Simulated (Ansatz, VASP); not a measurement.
Two plane-wave programs on Ti

```
Ti
1.0
    -1.61882    1.61882    1.61882
     1.61882   -1.61882    1.61882
     1.61882    1.61882   -1.61882
Ti
1
Direct
  0.00000 0.00000 0.00000
```

Alike in both runs: task single point; functional BHLYP; k mesh 6 × 6 × 6; occupations fermi-dirac, width 0.05 eV; no spin polarisation.

|  | VASP | Ansatz |
| --- | --- | --- |
| version | VASP 6.6.1 | Ansatz 0.2.0 |
| potentials or method | VASP PAW PBE potentials, release 64 (Ti_sv) | Ansatz PAW |
| plane-wave cutoff (eV) | 520 | 420 |
| valence electrons in the cell | 12 | 12 |

Ansatz gave:

```
gap on the k mesh at the Fermi level (eV) : none
pressure (GPa)                            : 4.2
```

Q: Estimate VASP's values.

A: gap on the k mesh at the Fermi level (eV): none; pressure (GPa): 3.1.

VASP's potentials were made for PBE, not for BHLYP. A gap of «none» marks a metal or a gap that the smearing closes.

The k mesh is coarse, so the values compare programs but aren't converged.
